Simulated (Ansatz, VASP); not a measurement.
## One calculation of MgO, two programs

```xyz
2
Lattice="0.0000 2.1268 2.1268 2.1268 0.0000 2.1268 2.1268 2.1268 0.0000" Properties=species:S:1:pos:R:3 pbc="T T T"
Mg    0.0000    0.0000    0.0000
O     2.1268    2.1268    2.1268
```

Alike in both runs: task relaxation of cell and atoms; functional PBE; k mesh 10 × 10 × 10; occupations gaussian, width 0.02 eV; no spin polarisation.

```csv
,VASP,Ansatz
version,VASP 6.6.1,Ansatz 0.2.0
potentials or method,"VASP PAW PBE potentials, release 64 (Mg, O), cutoff 600 eV","scalar-relativistic, plane waves, PAW"
valence electrons in the cell,8,16
```

```tsv
	VASP	Ansatz	Ansatz less VASP
gap on the k mesh at the Fermi level, each at its own relaxed structure (eV)	4.51	4.46	-0.044
relaxed volume (Å³/atom)	9.56	9.62	+0.060
relaxed cell length with the largest relative difference (Å)	3.001	3.008	+0.0063
```

VASP's potentials hold 8 valence electrons a cell and Ansatz's 16, so a difference there can come from the potentials and not from the codes.
